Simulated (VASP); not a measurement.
# MgS in VASP: notebook, part 2 of 2

VASP 6.6.1. The steps go on from the part before.

## Step 3: Single point, PBE+D3(BJ)

This run uses another cell than the first one.

Contents of INCAR:

```
SYSTEM = MgS
  PREC = Accurate
  ENCUT = 520
  EDIFF = 1E-6
  ISMEAR = 0
  SIGMA = 0.1
  LREAL = .False.
  LASPH = .True.
  NELM = 100
  ALGO = Normal
  ISIF = 2
  LWAVE = .False.
  LCHARG = .False.
  LDIPOL = .True.
  IDIPOL = 3
  DIPOL = 0.5 0.5 0.287
  GGA = PE
  IVDW = 12
  NBANDS = 26
```

Contents of KPOINTS:

```
Automatic mesh
0
Gamma
  2 4 1
  0 0 0
```

Contents of POSCAR:

```
MgS
1.0
    7.1254281149      0.0000379125      0.0000000000
    0.0000207323      3.5626400443      0.0000000000
    0.0000000000      0.0000000000     31.3600000000
Mg S
4 4
Direct
    0.0000632144     -0.0000681434      0.2514894994
    0.5000708660      0.0000717971      0.2514857392
    0.2499753527      0.4999833408      0.3224494082
    0.7499285706      0.5000927446      0.3224425281
    0.2499759261      0.4999377143      0.2413256551
    0.7500071419      0.5000357045      0.2413245646
    0.4999972993     -0.0000068139      0.3326955931
   -0.0000183711     -0.0000463440      0.3327053796
```

Potentials or basis: VASP PAW PBE potentials, release 64 (Mg, S).

On the command line:

```console
> cat potpaw_PBE.64/Mg/POTCAR potpaw_PBE.64/S/POTCAR > POTCAR
> mpirun -np 1 vasp_std > vasp.out
```

OUTCAR:

```text
SYSTEM = MgS
   PREC = Accurate
   ENCUT = 520
   EDIFF = 1E-6
   ISMEAR = 0
   LREAL = .False.
   LASPH = .True.
   NELM = 100
   ISIF = 2
   GGA = PE
   IVDW = 12
 IVDW          = 12

 ion  position               nearest neighbor table
   1  0.000  1.000  0.251-   5 2.54   5 2.54   6 2.54   6 2.54   8 2.55   3 3.36   3 3.36   4 3.36
                             4 3.36   2 3.56   2 3.56
   2  0.500  0.000  0.251-   6 2.54   6 2.54   5 2.54   5 2.54   7 2.55   4 3.36   4 3.36   3 3.36
                             3 3.36   1 3.56   1 3.56
   3  0.250  0.500  0.322-   8 2.54   7 2.54   8 2.54   7 2.54   5 2.54   1 3.36   1 3.36   2 3.36
                             2 3.36   4 3.56   4 3.56
   4  0.750  0.500  0.322-   7 2.54   7 2.54   8 2.54   8 2.54   6 2.54   2 3.36   2 3.36   1 3.36
                             1 3.36   3 3.56   3 3.56
   5  0.250  0.500  0.241-   1 2.54   1 2.54   2 2.54   2 2.54   3 2.54
   6  0.750  0.500  0.241-   2 2.54   2 2.54   1 2.54   1 2.54   4 2.54
   7  0.500  1.000  0.333-   4 2.54   4 2.54   3 2.54   3 2.54   2 2.55
   8  1.000  1.000  0.333-   3 2.54   4 2.54   3 2.54   4 2.54   1 2.55

  LATTYP: Found a simple monoclinic cell.
 ALAT       =     3.5626400444
 B/A-ratio  =     8.8024609867
 C/A-ratio  =     2.0000415496
 COS(beta)  =    -0.0000111401

  Lattice vectors:

 A1 = (   0.0000207323,   3.5626400443,   0.0000000000)
 A2 = (   0.0000000000,   0.0000000000, -31.3600000000)
 A3 = (  -7.1254281149,  -0.0000379125,   0.0000000000)

Analysis of symmetry for initial positions (statically):
=====================================================================
 Subroutine PRICEL returns:
 Original cell was already a primitive cell.

 Routine SETGRP: Setting up the symmetry group for a
 simple monoclinic supercell.

 Subroutine GETGRP returns: Found  1 space group operations
 (whereof  1 operations were pure point group operations)
 out of a pool of  4 trial point group operations.

The static configuration has the point symmetry C_1 .

Analysis of symmetry for dynamics (positions and initial velocities):
=====================================================================
 Subroutine PRICEL returns:
 Original cell was already a primitive cell.

 Routine SETGRP: Setting up the symmetry group for a
 simple monoclinic supercell.

 Subroutine GETGRP returns: Found  1 space group operations
 (whereof  1 operations were pure point group operations)
 out of a pool of  4 trial point group operations.

The dynamic configuration has the point symmetry C_1 .

 Subroutine INISYM returns: Found  1 space group operations
 (whereof  1 operations are pure point group operations),
 and found     1 'primitive' translations

----------------------------------------------------------------------------------------

                                     Primitive cell

  volume of cell :     796.0841

  direct lattice vectors                    reciprocal lattice vectors
     7.125428115  0.000037912  0.000000000     0.140342445 -0.000000817  0.000000000
     0.000020732  3.562640044  0.000000000    -0.000001493  0.280690720  0.000000000
     0.000000000  0.000000000 31.360000000     0.000000000  0.000000000  0.031887755

  length of vectors
[... 59 lines left out ...]
   total plane-waves  NPLWV = 362880
   dimension x,y,z NGX =    54 NGY =   28 NGZ =  240
   dimension x,y,z NGXF=   108 NGYF=   56 NGZF=  480
   ions per type =               4   4
   NGX,Y,Z   is equivalent  to a cutoff of  12.60, 13.07, 12.72 a.u.
   NGXF,Y,Z  is equivalent  to a cutoff of  25.20, 26.13, 25.45 a.u.
 SYSTEM =  MgS
   PREC   = accura    normal or accurate (medium, high low for compatibility)
   ISTART =      0    job   : 0-new  1-cont  2-samecut
   ICHARG =      2    charge: 1-file 2-atom 10-const
   ISPIN  =      1    spin polarized calculation?
   LNONCOLLINEAR =      F non collinear calculations
   LSORBIT =      F    spin-orbit coupling
   LASPH  =      T    aspherical Exc in radial PAW
   ENCUT  =  520.0 eV  38.22 Ry    6.18 a.u.  13.25  6.62 58.31*2*pi/ulx,y,z
   NELM   =    100;   NELMIN=  2; NELMDL= -5     # of ELM steps
   EDIFF  = 0.1E-05   stopping-criterion for ELM
   LREAL  =      F    real-space projection
   EDIFFG = 0.1E-04   stopping-criterion for IOM
   NSW    =      0    number of steps for IOM
   IBRION =     -1    ionic relax: 0-MD 1-quasi-New 2-CG
   NFREE  =      0    steps in history (QN), initial steepest desc. (CG)
   ISIF   =      2    stress and relaxation
   ISYM   =      2    0-nonsym 1-usesym 2-fastsym
   POTIM  = 0.5000    time-step for ionic-motion
   TEBEG  =    0.0;   TEEND  =   0.0 temperature during run
   PSTRESS=    0.0 pullay stress
   NELECT =      32.0000    total number of electrons
   NUPDOWN=      -1.0000    fix difference up-down
   EMIN   =  10.00;   EMAX   =-10.00  energy-range for DOS
   EFERMI =   0.00;   METHOD = LEGACY
   ISMEAR =     0;   SIGMA  =   0.10  broadening in eV -4-tet -1-fermi 0-gaus
   EFERMI_NEDOS =   21; number of points for ismear=-14 and -15
   IALGO  =     38    algorithm
   IMIX   =      4    mixing-type and parameters
     AMIX     =   0.40;   BMIX     =  1.00
     AMIX_MAG =   1.60;   BMIX_MAG =  1.00
  volume/ion in A,a.u.               =      99.51       671.53
  Fermi-wavevector in a.u.,A,eV,Ry     =   0.560796  1.059751  4.278931  0.314493
  Thomas-Fermi vector in A             =   1.596822
   LORBIT       =      0    0 simple, 1 ext, 2 COOP (PROOUT), +10 PAW based schemes
   GGA     = PE    functional components
   LHFCALC =     F    Hartree Fock is set to
   AEXX    =    0.0000 exact exchange contribution
   IVDW    =    12    specifies the selected vdW correction
   LEPSILON=     F    determine dielectric tensor
   LRPA    =     F    only Hartree local field effects (RPA)
 non-spin polarized calculation
 Gauss-broadening in eV      SIGMA  =   0.10
  energy-cutoff  :      520.00
  volume of cell :      796.08
 maximum number of plane-waves:     21518
 NGX is ok and might be reduce to    54
   NGX = 27   NGY = 13   NGZ =117

 dipolmoment           0.000000      0.000000     -0.000001 electrons x Angstroem

 number of electron      31.9999999 magnetization

 dipolmoment           0.000000      0.000000      0.002022 electrons x Angstroem

 Free energy of the ion-electron system (eV)
  ---------------------------------------------------
  ext. energy  EPLUGINS =         0.00000000
  ---------------------------------------------------
  free energy    TOTEN  =       -32.85778797 eV

  energy without entropy =      -32.85778797  energy(sigma->0) =      -32.85778797

 E-fermi :  -3.6384     XC(G=0):  -2.1204

 val. band max:       -4.1288371859   @ k =   0.5000   0.0000   0.0000
 cond. band min:      -0.7236327310   @ k =   0.0000   0.5000   0.0000
 fundamental gap:      3.4052044548
 Fermi energy:        -3.6383760935

 k-point     1 :       0.0000    0.0000    0.0000
  band No.  band energies     occupation
      1     -16.1731      2.00000
      2     -15.3817      2.00000
      3     -15.1452      2.00000
      4     -15.1348      2.00000
      5      -8.1920      2.00000
      6      -8.1835      2.00000
[... 163 lines left out ...]
     25       3.8895      0.00000
     26       3.8913      0.00000

------------------------ aborting loop because EDIFF is reached ----------------------------------------

 vacuum level on the upper side and lower side of the slab       (xc-potential included)         0.002        -0.012

 Edisp (eV)   -1.85939

 E8    (eV) :    -0.7930

  FORCE on cell =-STRESS in cart. coord.  units (eV):
  Direction    XX          YY          ZZ          XY          YZ          ZX
  --------------------------------------------------------------------------------------
  -------------------------------------------------------------------------------------
  Total      -0.28219    -0.27930    -0.09986    -0.00051     0.00038     0.00057
  in kB      -0.56794    -0.56211    -0.20098    -0.00103     0.00076     0.00116
  external pressure =       -0.44 kB  Pullay stress =        0.00 kB

 VOLUME and BASIS-vectors are now :
 -----------------------------------------------------------------------------
  energy-cutoff  :      520.00
  volume of cell :      796.08
      direct lattice vectors                 reciprocal lattice vectors
     7.125428115  0.000037912  0.000000000     0.140342445 -0.000000817  0.000000000
     0.000020732  3.562640044  0.000000000    -0.000001493  0.280690720  0.000000000
     0.000000000  0.000000000 31.360000000     0.000000000  0.000000000  0.031887755

 POSITION                                       TOTAL-FORCE (eV/Angst)
 -----------------------------------------------------------------------------------
      0.00047      3.56240      7.88671        -0.001983      0.000937      0.024917
      3.56322      0.00027      7.88659        -0.002931     -0.001294      0.023737
      1.78119      1.78127     10.11201        -0.000638     -0.000128     -0.008005
      5.34357      1.78168     10.11180         0.003376     -0.001778     -0.006985
      1.78120      1.78111      7.56797         0.003143      0.000716     -0.009600
      5.34413      1.78148      7.56794         0.000718     -0.000316     -0.010112
      3.56272      3.56263     10.43333        -0.001284      0.000791     -0.006340
      7.12532      3.56251     10.43364        -0.000401      0.001072     -0.007611
 -----------------------------------------------------------------------------------
    total drift:                                0.000006     -0.000007      0.000529

  FREE ENERGIE OF THE ION-ELECTRON SYSTEM (eV)
  ---------------------------------------------------
  free  energy   TOTEN  =       -34.7171755752 eV

  energy  without entropy=      -34.7171755752  energy(sigma->0) =      -34.71717558

 vacuum level on the upper side and lower side of the slab         1.651         1.636
```

Run time: 8 min. Hardware: 1 thread of Intel Xeon 8259CL, shared host; peak memory 0.73 GiB.

What came out:

```
Free energy                : -34.7172 eV
Largest force              : 0.025 eV/Å
Band gap on the k mesh     : 3.41 eV
Dispersion energy per atom : -0.232 eV
```

Forces on the atoms (eV/Å):
```
Mg  -0.002  0.001  0.025
Mg  -0.003 -0.001  0.024
Mg  -0.001  0.000 -0.008
Mg   0.003 -0.002 -0.007
S    0.003  0.001 -0.010
S    0.001  0.000 -0.010
S   -0.001  0.001 -0.006
S    0.000  0.001 -0.008
```

Caveat: the k points lie up to 0.44 Å⁻¹ apart.
